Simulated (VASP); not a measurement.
# Ti (P6_3/mmc) in VASP: notebook, part 2 of 2

VASP 6.6.1. Earlier steps stand in the parts before.

### Step 4. Single point, PBEsol

The input, INCAR:

```
PREC     = Accurate       # precision mode
ENCUT    = 500            # plane-wave cutoff, eV
EDIFF    = 1E-6           # SCF threshold, eV
ISMEAR   = -1             # smearing method
SIGMA    = 0.05           # smearing width, eV
LREAL    = False          # projectors in reciprocal space
LASPH    = True           # aspherical terms in the spheres
NELM     = 120            # most SCF steps
ALGO     = Normal         # electronic algorithm
ISIF     = 2              # what is computed and relaxed
LWAVE    = False          # write WAVECAR
LCHARG   = True           # write CHGCAR
GGA      = PS             # functional
LELF     = True           # ELF
LVHAR    = True         
NBANDS   = 19             # bands
GGA_COMPAT= False
```

The input, KPOINTS:

```
Automatic mesh
0
Gamma
  20 20 11
```

The input, POSCAR:

```
Ti
1.0
    2.9004064860      0.0000000000      0.0000000000
   -1.4502032430      2.5118256981      0.0000000000
    0.0000000000      0.0000000000      4.5911775241
Ti
2
Direct
    0.3333333333      0.6666666667      0.2500000000
    0.6666666667      0.3333333333      0.7500000000
```

Potentials or basis: VASP PAW PBE potentials, release 64 (Ti_sv).

Command:

```bash
> cat potpaw_PBE.64/Ti_sv/POTCAR > POTCAR
> mpirun -np 1 vasp_std > vasp.out
```

OUTCAR:

```text
PREC = Accurate
   ENCUT = 500
   EDIFF = 1E-6
   ISMEAR = -1
   LREAL = False
   LASPH = True
   NELM = 120
   ISIF = 2
   GGA = PS

 ion  position               nearest neighbor table
   1  0.333  0.667  0.250-   2 2.84   2 2.84   2 2.84   2 2.84   2 2.84   2 2.84
   2  0.667  0.333  0.750-   1 2.84   1 2.84   1 2.84   1 2.84   1 2.84   1 2.84

  LATTYP: Found a hexagonal cell.
 ALAT       =     2.9004064860
 C/A-ratio  =     1.5829427862

  Lattice vectors:

 A1 = (   2.9004064860,   0.0000000000,   0.0000000000)
 A2 = (  -1.4502032430,   2.5118256981,   0.0000000000)
 A3 = (   0.0000000000,   0.0000000000,   4.5911775241)

Analysis of symmetry for initial positions (statically):
=====================================================================
 Subroutine PRICEL returns:
 Original cell was already a primitive cell.

 Routine SETGRP: Setting up the symmetry group for a
 hexagonal supercell.

 Subroutine GETGRP returns: Found 24 space group operations
 (whereof 12 operations were pure point group operations)
 out of a pool of 24 trial point group operations.

The static configuration has the point symmetry D_3d.
 The point group associated with its full space group is D_6h.

Analysis of symmetry for dynamics (positions and initial velocities):
=====================================================================
 Subroutine PRICEL returns:
 Original cell was already a primitive cell.

 Routine SETGRP: Setting up the symmetry group for a
 hexagonal supercell.

 Subroutine GETGRP returns: Found 24 space group operations
 (whereof 12 operations were pure point group operations)
 out of a pool of 24 trial point group operations.

The dynamic configuration has the point symmetry D_3d.
 The point group associated with its full space group is D_6h.

 Subroutine INISYM returns: Found 24 space group operations
 (whereof 12 operations are pure point group operations),
 and found     1 'primitive' translations

[... 110 lines left out ...]
   EFERMI_NEDOS =   21; number of points for ismear=-14 and -15
   IALGO  =     38    algorithm
   IMIX   =      4    mixing-type and parameters
     AMIX     =   0.40;   BMIX     =  1.00
     AMIX_MAG =   1.60;   BMIX_MAG =  1.00
  volume/ion in A,a.u.               =      16.72       112.86
  Fermi-wavevector in a.u.,A,eV,Ry     =   1.465619  2.769618 29.225847  2.148039
  Thomas-Fermi vector in A             =   2.581454
   LORBIT       =      0    0 simple, 1 ext, 2 COOP (PROOUT), +10 PAW based schemes
   GGA     = PS    functional components
   LHFCALC =     F    Hartree Fock is set to
   AEXX    =    0.0000 exact exchange contribution
   IVDW    =     0    specifies the selected vdW correction
   LEPSILON=     F    determine dielectric tensor
   LRPA    =     F    only Hartree local field effects (RPA)
 non-spin polarized calculation
  energy-cutoff  :      500.00
  volume of cell :       33.45
 maximum number of plane-waves:       868
 NGX is ok and might be reduce to    24
   NGX = 11   NGY = 11   NGZ = 17

 number of electron      23.9999999 magnetization

 Free energy of the ion-electron system (eV)
  ---------------------------------------------------
  ext. energy  EPLUGINS =         0.00000000
  ---------------------------------------------------
  free energy    TOTEN  =       -16.68692356 eV

  energy without entropy =      -16.67008886  energy(sigma->0) =      -16.67850621

 E-fermi :   8.6176     XC(G=0): -11.8172

 val. band max:        8.6173216497   @ k =   0.0000   0.0000   0.3636
 cond. band min:       8.6194507015   @ k =   0.3500   0.3000   0.2727
 fundamental gap:      0.0021290518
 Fermi energy:         8.6176160538

 k-point     1 :       0.0000    0.0000    0.0000
  band No.  band energies     occupation
      1     -47.9526      2.00000
      2     -47.7896      2.00000
      3     -24.6916      2.00000
      4     -23.9592      2.00000
      5     -23.9592      2.00000
      6     -23.8789      2.00000
[... 505 lines left out ...]
      6     -24.0704      2.00000
[... 11 lines left out ...]
     18      11.6842      0.00000
     19      12.2313      0.00000

 [... further k-points ...]

------------------------ aborting loop because EDIFF is reached ----------------------------------------

  FORCE on cell =-STRESS in cart. coord.  units (eV):
  Direction    XX          YY          ZZ          XY          YZ          ZX
  --------------------------------------------------------------------------------------
  -------------------------------------------------------------------------------------
  Total       -0.0568338     -0.0568338     -0.0668375      0.0000000      0.0000000      0.0000000
  in kB       -2.7223546     -2.7223546     -3.2015368      0.0000000      0.0000000      0.0000000
  external PRESSURE =      -2.8820820 kB  Pullay stress =       0.0000000 kB

 VOLUME and BASIS-vectors are now :
 -----------------------------------------------------------------------------
  energy-cutoff  :      500.00
  volume of cell :       33.45
      direct lattice vectors                 reciprocal lattice vectors
     2.900406486  0.000000000  0.000000000     0.344779259  0.199058398  0.000000000
    -1.450203243  2.511825698  0.000000000     0.000000000  0.398116796  0.000000000
     0.000000000  0.000000000  4.591177524     0.000000000  0.000000000  0.217809047

 POSITION                                       TOTAL-FORCE (eV/Angst)
 -----------------------------------------------------------------------------------
     -0.00000      1.67455      1.14779         0.000000      0.000000      0.000000
      1.45020      0.83728      3.44338        -0.000000     -0.000000      0.000000
 -----------------------------------------------------------------------------------
    total drift:                               -0.000000      0.000000     -0.000000

  FREE ENERGIE OF THE ION-ELECTRON SYSTEM (eV)
  ---------------------------------------------------
  free  energy   TOTEN  =       -16.6869235591 eV

  energy  without entropy=      -16.6700888579  energy(sigma->0) =      -16.67850621
```

Run time: 56 s. Hardware: 1 thread of Intel Xeon 6975P-C (Granite Rapids), shared host; peak memory 0.25 GiB.

Results:

| Item | Value |
| --- | --- |
| Free energy | -16.6869 eV |
| Pressure | -0.3 GPa |
| Band gap on the k mesh | zero (bands 12 and 13 overlap by 1.09 eV) |

Levels at points of the mesh, in eV from the Fermi level:
```csv
k point,band 8,band 9,band 10,band 11,band 12,band 13,band 14,band 15,band 16,band 17
"(0.00, 0.00, 0.00)",-32.46,-6.30,-2.79,0.79,0.79,0.89,0.92,1.32,1.32,1.68
"(0.50, 0.00, 0.00)",-32.54,-2.41,-2.28,-1.96,-0.59,0.47,0.65,1.23,3.51,3.75
```

Caveat: the PAW data sets were made with another functional, which shifts forces and pressure a little.

### Step 5. Relaxation of cell and atoms, PBEsol

This run uses another cell than the first one, of 17.66 Å³/atom.

The input, INCAR:

```
SYSTEM = Ti
ALGO = Normal ; EDIFF = 1E-7
EDIFFG = -0.003 ; ENCUT = 500
GGA = PS ; GGA_COMPAT = .False.
IBRION = 2 ; ISIF = 3
ISMEAR = -1 ; LASPH = .True.
LCHARG = .False. ; LREAL = .False.
LWAVE = .False. ; NELM = 120
NELMIN = 4 ; NSW = 100
PREC = Accurate ; SIGMA = 0.05
```

The input, KPOINTS:

```
k-points
0
Gamma
  20 20 11
  0 0 0
```

The input, POSCAR:

```
Ti
1.0
    2.9500000000      0.0000000000      0.0000000000
   -1.4750000000      2.5547749412      0.0000000000
    0.0000000000      0.0000000000      4.6860000000
Ti
2
Direct
    0.3333333333      0.6666666667      0.2500000000
    0.6666666667      0.3333333333      0.7500000000
```

Command:

```bash
> cat potpaw_PBE.64/Ti_sv/POTCAR > POTCAR
> mpirun -np 1 vasp_std > vasp.out
```

Run time: 4.1 min. Hardware: 1 thread of Intel Xeon 6975P-C (Granite Rapids), shared host; peak memory 0.26 GiB.

The run converged. Its results:

```yaml
Free_energy: -16.6880 eV
Relaxed_volume: 16.68 Å³/atom
Relaxed_cell: a = 2.898 Å, b = 2.898 Å, c = 4.587 Å, α = 90.00°, β = 90.00°, γ = 120.00°
Space_group_after_relaxing_to_0.1_Å: P6_3/mmc (No. 194)
Energy_gained_by_relaxing: 19.5 meV/atom
Ionic_steps: 7
Pressure_after_relaxing: 0.0 GPa
Band_gap_on_the_k_mesh: zero (bands 12 and 13 overlap by 1.09 eV)
```

Step by step:
| step | energy change (eV) | largest force (eV/Å) | pressure (GPa) | volume (Å³) |
| --- | --- | --- | --- | --- |
| 1 | 0.0000 | 0.0000 | -6.12 | 35.32 |
| 2 | -0.0162 | 0.0000 | 5.42 | 31.98 |
| 3 | -0.0390 | 0.0000 | -0.03 | 33.37 |
| 4 | -0.0390 | 0.0000 | 0.11 | 33.33 |
| 5 | -0.0390 | 0.0000 | -0.07 | 33.38 |
| 6 | -0.0390 | 0.0000 | -0.07 | 33.38 |
| 7 | -0.0390 | 0.0000 | -0.01 | 33.37 |

Final structure:
```xyz
2
Lattice="2.8983 0.0000 0.0000 -1.4491 2.5100 0.0000 0.0000 0.0000 4.5870" Properties=species:S:1:pos:R:3 pbc="T T T"
Ti    0.0000    1.6733    1.1467
Ti    1.4491    0.8367    3.4402
```

Levels at points of the mesh, in eV from the Fermi level:
```
           k point  band 8  band 9  band 10  band 11  band 12  band 13  band 14  band 15  band 16
(0.00, 0.00, 0.00)  -32.46   -6.31    -2.80     0.79     0.79     0.90     0.92     1.32     1.32
(0.50, 0.00, 0.00)  -32.54   -2.41    -2.29    -1.96    -0.58     0.47     0.66     1.24     3.52
```

Caveat: the PAW data sets were made with another functional, which shifts forces and pressure a little.
